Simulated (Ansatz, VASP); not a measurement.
## BaB in VASP and in Ansatz

The input INCAR:

```
SYSTEM = BaB
PREC = Accurate
ENCUT = 520
EDIFF = 1E-6
ISMEAR = 0
SIGMA = 0.05
LREAL = .FALSE.
LASPH = .TRUE.
NELM = 80
ALGO = Normal
ISIF = 2
LWAVE = .FALSE.
LCHARG = .FALSE.
GGA = PE
NBANDS = 14
```

The input KPOINTS:

```
regular mesh
0
G
  10 10 10
  0 0 0
```

POSCAR

```
BaB
1.0
    0.0000000000      3.0411284551      3.0411284551
    3.0411284551      0.0000000000      3.0411284551
    3.0411284551      3.0411284551      0.0000000000
Ba B
1 1
Direct
    0.5000000000      0.5000000000      0.5000000000
    0.0000000000      0.0000000000      0.0000000000
```

Input for Ansatz:

```yaml
crystal:
  lattice:
    - [0.0, 3.0411284551, 3.0411284551]
    - [3.0411284551, 0.0, 3.0411284551]
    - [3.0411284551, 3.0411284551, 0.0]
  atoms:
    - { symbol: Ba, position: [0.5, 0.5, 0.5] }
    - { symbol: B, position: [0.0, 0.0, 0.0] }
basis:
  ecutwfc: 420
  ecutrho_ratio: 4
kpoints:
  mp_grid: { grid: [10, 10, 10] }
hamiltonian:
  xc: pbe
scf:
  occupations: { method: gaussian, width: 0.05 }
output:
  forces: true
  stress: true
  eigenvalues: true
```

Alike in both runs: task single point; functional PBE; k mesh 10 × 10 × 10; occupations gaussian, width 0.05 eV; no spin polarisation.

|  | VASP | Ansatz |
| --- | --- | --- |
| version | VASP 6.6.1 | Ansatz 0.2.0 |
| potentials or method | VASP PAW PBE potentials, release 64 (Ba_sv, B), cutoff 520 eV | scalar-relativistic, plane waves, PAW |
| valence electrons in the cell | 13 | 13 |

|  | VASP | Ansatz | Ansatz less VASP |
| --- | --- | --- | --- |
| gap on the k mesh at the Fermi level (eV) | none | none | - |
| pressure (GPa) | 1.7 | 1.1 | -0.61 |

A gap of «none» marks a metal or a gap that the smearing closes. With one functional, cell and mesh, what is left measures potentials, basis and numerics.

Spin-orbit coupling is off throughout.
